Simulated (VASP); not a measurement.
Input of a VASP 6.6.1 run:

INCAR

```
PREC = Accurate
ENCUT = 600
EDIFF = 1E-7
ISMEAR = -1
SIGMA = 0.1
LREAL = F
LASPH = T
NELM = 60
ALGO = Normal
ISIF = 3
LWAVE = F
LCHARG = F
GGA = PS
IBRION = 2
NSW = 80
EDIFFG = -0.01
```

Contents of KPOINTS:

```
Automatic mesh
0
Gamma
  12 12 12
```

POSCAR

```
Hg
1.0
    0.0000000000      2.2595506664      2.2595506664
    2.2595506664      0.0000000000      2.2595506664
    2.2595506664      2.2595506664      0.0000000000
Hg
1
Direct
    0.0000000000      0.0000000000      0.0000000000
```

Potentials or basis: VASP PAW PBE potentials, release 64 (Hg).

The run is started by

```sh
$ cat potpaw_PBE.64/Hg/POTCAR > POTCAR
$ mpirun -np 1 vasp_std > vasp.out
```

What does it give for the relaxed cell?

a = 3.221 Å, b = 3.221 Å, c = 3.221 Å, α = 60.00°, β = 60.00°, γ = 60.00°.

What does it give for the relaxed volume?

23.63 Å³/atom.

Final structure:
```
Hg
1.0
     0.00000    2.27753    2.27753
     2.27753    0.00000    2.27753
     2.27753    2.27753    0.00000
Hg
1
Direct
  0.00000 0.00000 0.00000
```

Caveat: the PAW data sets were made with another functional, which shifts forces and pressure a little.
